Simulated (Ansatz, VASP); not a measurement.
Two plane-wave programs on TaSi5B2

```
CELL_PARAMETERS angstrom
3.24787 0.00000 0.00000
-1.62394 2.81274 0.00000
0.00000 0.00000 11.84809
ATOMIC_POSITIONS crystal
Ta 0.00000 0.00000 0.50000
Si 0.33333 0.66667 0.13633
Si 0.66667 0.33333 0.86367
Si 0.00000 0.00000 0.28665
Si 0.00000 0.00000 0.71335
Si 0.00000 0.00000 0.00000
B 0.33333 0.66667 0.62624
B 0.66667 0.33333 0.37376
```

Alike in both runs: functional PBE; k mesh 6 × 6 × 2; occupations gaussian, width 0.1 eV; no spin polarisation.

Ansatz relaxed the structure, and its values are those at the end. VASP's run is a single point on that final structure, the one shown.

```csv
,VASP,Ansatz
version,VASP 6.6.1,Ansatz 0.2.0
potentials or method,"VASP PAW PBE potentials, release 64 (Ta_pv, Si, B), cutoff 500 eV","scalar-relativistic, plane waves, PAW"
valence electrons in the cell,37,39
```

VASP gave:

```
gap on the k mesh at the Fermi level (eV) : none
pressure (GPa)                            : 0.0
rms of the force components (eV/Å)        : 0.011
```

Question: What did Ansatz give for the same quantities?

Answer: gap on the k mesh at the Fermi level (eV): none; pressure (GPa): 0.0; rms of the force components (eV/Å): 0.010.

A gap of «none» marks a metal or a gap that the smearing closes. VASP's potentials hold 37 valence electrons a cell and Ansatz's 39, so a difference there can come from the potentials and not from the codes.

The k mesh is coarse, so the values compare programs but aren't converged. Neither program's run includes spin-orbit coupling.
